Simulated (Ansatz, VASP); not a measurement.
## ZnAu in VASP and in Ansatz

Contents of INCAR:

```
  ALGO = Normal
  EDIFF = 1E-6
  ENCUT = 520
  GGA = PS
  ISIF = 2
  ISMEAR = -1
  LASPH = T
  LCHARG = T
  LDAU = T
  LDAUJ = 0 0
  LDAUL = -1 2
  LDAUPRINT = 1
  LDAUTYPE = 2
  LDAUU = 0 2
  LELF = T
  LMAXMIX = 4
  LREAL = F
  LVHAR = T
  LWAVE = F
  NBANDS = 18
  NELM = 150
  PREC = Accurate
  SIGMA = 0.05
```

KPOINTS

```
k-points
0
Gamma
  13 13 13
```

The input POSCAR:

```
ZnAu
1.0
    3.1285185988      0.0000000000      0.0000000000
    0.0000000000      3.1285185988      0.0000000000
    0.0000000000      0.0000000000      3.1285185988
Zn Au
1 1
Direct
    0.5000000000      0.5000000000      0.5000000000
    0.0000000000      0.0000000000      0.0000000000
```

Input for Ansatz:

```yaml
crystal:
  lattice:
    - [3.1285185988, 0.0, 0.0]
    - [0.0, 3.1285185988, 0.0]
    - [0.0, 0.0, 3.1285185988]
  atoms:
    - { symbol: Zn, position: [0.5, 0.5, 0.5] }
    - { symbol: Au, position: [0.0, 0.0, 0.0] }
kpoints:
  mp_grid: { grid: [13, 13, 13] }
  band_path:
    path:
      - [0.0, 0.0, 0.0]
      - [0.0, 0.5, 0.0]
      - [0.5, 0.5, 0.0]
      - [0.0, 0.0, 0.0]
      - [0.5, 0.5, 0.5]
      - [0.0, 0.5, 0.0]
      - [0.5, 0.5, 0.5]
      - [0.5, 0.5, 0.0]
    npoints: 14
scf:
  occupations: { method: fermi_dirac, width: 0.05 }
hamiltonian:
  xc: pbesol
  pseudopotentials: { kind: all_electron, lapw: { basis_error: 0.0005 } }
  hubbard: { sites: [{ species: Au, l: d, u_eff: 2.0 }], double_counting: fll }
output:
  forces: true
  stress: true
  eigenvalues: true
  populations: true
```

Alike in both runs: task single point; functional PBEsol; k mesh 13 × 13 × 13; occupations fermi-dirac, width 0.05 eV; no spin polarisation; Hubbard terms Au d U = 2.0 eV.

|  | VASP | Ansatz |
| --- | --- | --- |
| version | VASP 6.6.1 | Ansatz 0.2.0 |
| potentials or method | VASP PAW PBE potentials, release 64 (Zn, Au), cutoff 520 eV | all-electron LAPW, scalar-relativistic |

VASP gave:

* gap on the k mesh at the Fermi level (eV): none
* pressure (GPa): -0.6

Q: Estimate Ansatz's values.

A: gap on the k mesh at the Fermi level (eV): none; pressure (GPa): 0.5.

VASP's potentials were made for PBE, not for PBEsol. The programs project onto different local orbitals, so the same U acts differently, and such runs can settle in different states. A gap of «none» marks a metal or a gap that the smearing closes. Ansatz ran all-electron here, and VASP with PAW potentials. Ansatz's warnings: filled band counts differ across k points.

Spin-orbit coupling is off throughout.
